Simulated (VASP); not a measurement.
# P (Im-3m) in VASP: a series of runs

P is run at these levels: r2SCAN+D3(BJ); tasks: single point.

Everything below comes from runs of VASP 6.6.1. Logs are shortened: lines on timing, memory, paths and dates and some standing lists are left out, and cuts for length are marked.

## (1) The cell of the first run

Symmetry: Im-3m, No. 229, cubic system. The conventional cell has a = 2.615 Å, b = 2.615 Å, c = 2.615 Å, α = 90.00°, β = 90.00°, γ = 90.00°. P (site symmetry m-3m) has 14 P at 2.26 to 2.61 Å within 3.0 Å.

This isn't the form of P at room conditions, which is orthorhombic.

## (2) Single point, r2SCAN+D3(BJ) (8.94 Å³/atom)

POSCAR reads:

```
P
1.0
   -1.3073174527      1.3073174527      1.3073174527
    1.3073174527     -1.3073174527      1.3073174527
    1.3073174527      1.3073174527     -1.3073174527
P
1
Direct
    0.0000000000      0.0000000000      0.0000000000
```

INCAR.step1 reads:

```
PREC = Accurate ; ENCUT = 520
ISMEAR = 0 ; SIGMA = 0.05
LREAL = F ; LASPH = T
NELM = 60 ; NBANDS = 8
GGA = PE ; ALGO = Normal
EDIFF = 1E-4 ; LWAVE = T
LCHARG = F
```

INCAR.step2 reads:

```
PREC = Accurate ; ENCUT = 520
EDIFF = 1E-6 ; ISMEAR = 0
SIGMA = 0.05 ; LREAL = F
LASPH = T ; NELM = 60
ALGO = Normal ; ISIF = 2
LWAVE = F ; LCHARG = F
METAGGA = R2SCAN ; LMIXTAU = T
IVDW = 12 ; VDW_S6 = 1.0
VDW_S8 = 0.78981345 ; VDW_A1 = 0.49484001
VDW_A2 = 5.73083694 ; NBANDS = 8
ISTART = 1
```

KPOINTS reads:

```
Automatic mesh
0
Gamma
  24 24 24
```

Potentials or basis: VASP PAW PBE potentials, release 64 (P).

Command:

```console
cat potpaw_PBE.64/P/POTCAR > POTCAR
cp INCAR.step1 INCAR
mpirun -np 1 vasp_std > vasp.out
cp INCAR.step2 INCAR
mpirun -np 1 vasp_std > vasp.out
```

OUTCAR:

```text
PREC = Accurate
   ENCUT = 520
   EDIFF = 1E-6
   ISMEAR = 0
   LREAL = F
   LASPH = T
   NELM = 60
   ISIF = 2
   METAGGA = R2SCAN
   IVDW = 12
   ISTART = 1
 IVDW          = 12

 ion  position               nearest neighbor table
   1  0.000  0.000  0.000-

  LATTYP: Found a body centered cubic cell.
 ALAT       =     2.6146349054

  Lattice vectors:

 A1 = (  -1.3073174527,   1.3073174527,   1.3073174527)
 A2 = (   1.3073174527,  -1.3073174527,   1.3073174527)
 A3 = (   1.3073174527,   1.3073174527,  -1.3073174527)

Analysis of symmetry for initial positions (statically):
=====================================================================
 Subroutine PRICEL returns:
 Original cell was already a primitive cell.

 Routine SETGRP: Setting up the symmetry group for a
 body centered cubic supercell.

 Subroutine GETGRP returns: Found 48 space group operations
 (whereof 48 operations were pure point group operations)
 out of a pool of 48 trial point group operations.

The static configuration has the point symmetry O_h .

Analysis of symmetry for dynamics (positions and initial velocities):
=====================================================================
 Subroutine PRICEL returns:
 Original cell was already a primitive cell.

 Routine SETGRP: Setting up the symmetry group for a
 body centered cubic supercell.

 Subroutine GETGRP returns: Found 48 space group operations
 (whereof 48 operations were pure point group operations)
 out of a pool of 48 trial point group operations.

The dynamic configuration has the point symmetry O_h .

 Subroutine INISYM returns: Found 48 space group operations
 (whereof 48 operations are pure point group operations),
 and found     1 'primitive' translations

----------------------------------------------------------------------------------------

                                     Primitive cell

  volume of cell :       8.9372

  direct lattice vectors                    reciprocal lattice vectors
    -1.307317453  1.307317453  1.307317453     0.000000000  0.382462576  0.382462576
     1.307317453 -1.307317453  1.307317453     0.382462576  0.000000000  0.382462576
     1.307317453  1.307317453 -1.307317453     0.382462576  0.382462576  0.000000000

  length of vectors
     2.264340250  2.264340250  2.264340250     0.540883761  0.540883761  0.540883761

  position of ions in fractional coordinates (direct lattice)
     0.000000000  0.000000000  0.000000000

  ion indices of the primitive-cell ions
   primitive index   ion index
                 1           1

----------------------------------------------------------------------------------------

 KPOINTS: Automatic mesh

Automatic generation of k-mesh.
 Grid dimensions read from file:
 generate k-points for:   24   24   24

 Generating k-lattice:

  Cartesian coordinates                     Fractional coordinates (reciprocal lattice)
     0.000000000  0.015935941  0.015935941     0.041666667  0.000000000  0.000000000
     0.015935941  0.000000000  0.015935941     0.000000000  0.041666667  0.000000000
     0.015935941  0.015935941  0.000000000     0.000000000  0.000000000  0.041666667

  Length of vectors
     0.022536823  0.022536823  0.022536823

  Shift w.r.t. Gamma in fractional coordinates (k-lattice)
     0.000000000  0.000000000  0.000000000

 Subroutine IBZKPT returns following result:
 ===========================================

 Found    413 irreducible k-points:

 Following reciprocal coordinates:
            Coordinates               Weight
  0.000000  0.000000  0.000000      1.000000
  0.041667  0.000000  0.000000     12.000000
  0.083333  0.000000  0.000000     12.000000
  0.125000  0.000000  0.000000     12.000000
  0.166667  0.000000  0.000000     12.000000
  0.208333  0.000000  0.000000     12.000000
[... 16 lines left out ...]
  0.416667  0.041667  0.000000     48.000000
  0.458333  0.041667  0.000000     48.000000
 [... further k-points ...]
   k-points           NKPTS =    413   k-points in BZ     NKDIM =    413   number of bands    NBANDS=      8
   number of dos      NEDOS =    301   number of ions     NIONS =      1
   total plane-waves  NPLWV =   5832
   dimension x,y,z NGX =    18 NGY =   18 NGZ =   18
   dimension x,y,z NGXF=    36 NGYF=   36 NGZF=   36
   ions per type =               1
   NGX,Y,Z   is equivalent  to a cutoff of  13.22, 13.22, 13.22 a.u.
   NGXF,Y,Z  is equivalent  to a cutoff of  26.43, 26.43, 26.43 a.u.
 SYSTEM =  unknown system
   PREC   = accura    normal or accurate (medium, high low for compatibility)
   ISTART =      1    job   : 0-new  1-cont  2-samecut
   ICHARG =      0    charge: 1-file 2-atom 10-const
   ISPIN  =      1    spin polarized calculation?
   LNONCOLLINEAR =      F non collinear calculations
   LSORBIT =      F    spin-orbit coupling
   LASPH  =      T    aspherical Exc in radial PAW
   ENCUT  =  520.0 eV  38.22 Ry    6.18 a.u.   4.21  4.21  4.21*2*pi/ulx,y,z
   NELM   =     60;   NELMIN=  2; NELMDL=  0     # of ELM steps
   EDIFF  = 0.1E-05   stopping-criterion for ELM
   LREAL  =      F    real-space projection
   EDIFFG = 0.1E-04   stopping-criterion for IOM
   NSW    =      0    number of steps for IOM
   IBRION =     -1    ionic relax: 0-MD 1-quasi-New 2-CG
   NFREE  =      0    steps in history (QN), initial steepest desc. (CG)
   ISIF   =      2    stress and relaxation
   ISYM   =      2    0-nonsym 1-usesym 2-fastsym
   POTIM  = 0.5000    time-step for ionic-motion
   TEBEG  =    0.0;   TEEND  =   0.0 temperature during run
   PSTRESS=    0.0 pullay stress
   NELECT =       5.0000    total number of electrons
   NUPDOWN=      -1.0000    fix difference up-down
   EMIN   =  10.00;   EMAX   =-10.00  energy-range for DOS
   EFERMI =   0.00;   METHOD = LEGACY
   ISMEAR =     0;   SIGMA  =   0.05  broadening in eV -4-tet -1-fermi 0-gaus
   EFERMI_NEDOS =   21; number of points for ismear=-14 and -15
   IALGO  =     38    algorithm
   IMIX   =      4    mixing-type and parameters
     AMIX     =   0.40;   BMIX     =  1.00
     AMIX_MAG =   1.60;   BMIX_MAG =  1.00
  volume/ion in A,a.u.               =       8.94        60.31
  Fermi-wavevector in a.u.,A,eV,Ry     =   1.348954  2.549153 24.758204  1.819677
  Thomas-Fermi vector in A             =   2.476581
   LORBIT       =      0    0 simple, 1 ext, 2 COOP (PROOUT), +10 PAW based schemes
   METAGGA = R2SCAN    functional components
   LHFCALC =     F    Hartree Fock is set to
   AEXX    =    0.0000 exact exchange contribution
   IVDW    =    12    specifies the selected vdW correction
   LEPSILON=     F    determine dielectric tensor
   LRPA    =     F    only Hartree local field effects (RPA)
 non-spin polarized calculation
 Gauss-broadening in eV      SIGMA  =   0.05
  energy-cutoff  :      520.00
  volume of cell :        8.94
 maximum number of plane-waves:       250
 NGX is ok and might be reduce to    18
   NGX =  9   NGY =  9   NGZ =  9

 number of electron       5.0000001 magnetization

 Free energy of the ion-electron system (eV)
  ---------------------------------------------------
  ext. energy  EPLUGINS =         0.00000000
  ---------------------------------------------------
  free energy    TOTEN  =        -6.85160127 eV

  energy without entropy =       -6.85114959  energy(sigma->0) =       -6.85137543

 E-fermi :  18.2417     XC(G=0): -14.7623

 val. band max:       18.2235601228   @ k =   0.2917   0.2917   0.0833
 cond. band min:      18.2445094655   @ k =   0.2083   0.1667   0.0000
 fundamental gap:      0.0209493427
 Fermi energy:        18.2417188938

 k-point     1 :       0.0000    0.0000    0.0000
  band No.  band energies     occupation
      1      -5.4742      2.00000
      2      32.1374      0.00000
      3      32.1374      0.00000
      4      32.1374      0.00000
      5      32.1824      0.00000
      6      32.1824      0.00000
      7      32.1824      0.00000
      8      37.9697      0.00000

 k-point     2 :       0.0417    0.0000    0.0000
  band No.  band energies     occupation
      1      -5.3975      2.00000
      2      30.4008      0.00000
      3      30.6875      0.00000
      4      31.9154      0.00000
      5      32.0042      0.00000
      6      33.4809      0.00000
      7      33.7635      0.00000
      8      37.2293      0.00000

 k-point     3 :       0.0833    0.0000    0.0000
  band No.  band energies     occupation
      1      -5.1674      2.00000
      2      28.2367      0.00000
      3      29.3469      0.00000
      4      31.2245      0.00000
      5      31.6223      0.00000
      6      34.2740      0.00000
      7      35.4971      0.00000
      8      36.2781      0.00000

 k-point     4 :       0.1250    0.0000    0.0000
  band No.  band energies     occupation
      1      -4.7842      2.00000
      2      25.8064      0.00000
      3      28.1378      0.00000
      4      30.3148      0.00000
      5      31.0484      0.00000
      6      34.0240      0.00000
      7      36.3907      0.00000
      8      37.3588      0.00000

 k-point     5 :       0.1667    0.0000    0.0000
  band No.  band energies     occupation
      1      -4.2489      2.00000
      2      23.2622      0.00000
      3      27.0594      0.00000
      4      29.3439      0.00000
      5      30.3669      0.00000
      6      33.2333      0.00000
      7      37.1801      0.00000
      8      37.9081      0.00000

 k-point     6 :       0.2083    0.0000    0.0000
  band No.  band energies     occupation
      1      -3.5624      2.00000
      2      20.7072      0.00000
      3      26.1109      0.00000
      4      28.4025      0.00000
      5      29.6577      0.00000
      6      32.4382      0.00000
      7      38.1253      0.00000
      8      38.3077      0.00000

 k-point     7 :       0.2500    0.0000    0.0000
  band No.  band energies     occupation
      1      -2.7259      2.00000
      2      18.2006      1.75487
      3      25.2913      0.00000
      4      27.5406      0.00000
      5      28.9793      0.00000
      6      31.7190      0.00000
      7      38.8804      0.00000
      8      39.1554      0.00000
[... 133 lines left out ...]
 k-point    20 :       0.2917    0.0417   -0.0000
  band No.  band energies     occupation
      1      -1.1368      2.00000
      2      14.6524      2.00000
      3      23.6349      0.00000
      4      25.7852      0.00000
      5      28.9721      0.00000
      6      31.3636      0.00000
      7      39.1294      0.00000
      8      41.7255      0.00000

 k-point    21 :       0.3333    0.0417    0.0000
  band No.  band energies     occupation
      1       0.0670      2.00000
      2      12.3851      2.00000
      3      23.1208      0.00000
      4      25.2472      0.00000
      5      28.4844      0.00000
      6      30.9192      0.00000
      7      40.1144      0.00000
      8      42.8129      0.00000

 k-point    22 :       0.3750    0.0417    0.0000
  band No.  band energies     occupation
      1       1.4139      2.00000
      2      10.2357      2.00000
      3      22.7346      0.00000
      4      24.8397      0.00000
      5      28.1111      0.00000
      6      30.5771      0.00000
      7      41.1844      0.00000
      8      43.8515      0.00000

 k-point    23 :       0.4167    0.0417    0.0000
  band No.  band energies     occupation
      1       2.9002      2.00000
      2       8.2123      2.00000
      3      22.4768      0.00000
      4      24.5663      0.00000
      5      27.8590      0.00000
      6      30.3449      0.00000
      7      42.2825      0.00000
      8      44.6067      0.00000

 k-point    24 :       0.4583    0.0417    0.0000
  band No.  band energies     occupation
      1       4.5105      2.00000
      2       6.3329      2.00000
      3      22.3479      0.00000
      4      24.4291      0.00000
      5      27.7321      0.00000
      6      30.2275      0.00000
      7      43.2092      0.00000
      8      44.7363      0.00000

 [... further k-points ...]

------------------------ aborting loop because EDIFF is reached ----------------------------------------

 Edisp (eV)   -0.37370

 E8    (eV) :    -0.1069

  FORCE on cell =-STRESS in cart. coord.  units (eV):
  Direction    XX          YY          ZZ          XY          YZ          ZX
  --------------------------------------------------------------------------------------
  -------------------------------------------------------------------------------------
  Total       5.57086     5.57086     5.57086     0.00000     0.00000     0.00000
  in kB     998.68734   998.68734   998.68734     0.00000     0.00000     0.00000
  external pressure =      998.69 kB  Pullay stress =        0.00 kB

 VOLUME and BASIS-vectors are now :
 -----------------------------------------------------------------------------
  energy-cutoff  :      520.00
  volume of cell :        8.94
      direct lattice vectors                 reciprocal lattice vectors
    -1.307317453  1.307317453  1.307317453     0.000000000  0.382462576  0.382462576
     1.307317453 -1.307317453  1.307317453     0.382462576  0.000000000  0.382462576
     1.307317453  1.307317453 -1.307317453     0.382462576  0.382462576  0.000000000

 POSITION                                       TOTAL-FORCE (eV/Angst)
 -----------------------------------------------------------------------------------
      0.00000      0.00000      0.00000        -0.000000     -0.000000      0.000000
 -----------------------------------------------------------------------------------
    total drift:                                0.000000     -0.000000      0.000000

  FREE ENERGIE OF THE ION-ELECTRON SYSTEM (eV)
  ---------------------------------------------------
  free  energy   TOTEN  =        -7.2252984007 eV

  energy  without entropy=       -7.2248467269  energy(sigma->0) =       -7.22507256
```

Run time: 2 min. Hardware: 1 thread of Intel Xeon 8259CL, shared host; peak memory 0.14 GiB.

What came out:

```yaml
Free_energy: -7.2253 eV
Pressure: 99.9 GPa
Band_gap_on_the_k_mesh: zero (an odd number of electrons rules out a gap without spin polarisation)
Dispersion_energy_per_atom: -0.374 eV
```

Caveat: the cell stands under pressure; the PAW data sets were made with another functional, which shifts forces and pressure a little.

(Continued in part 2 of 2.)

The gap in the log of VASP goes by the Fermi energy; the results here count the filled bands.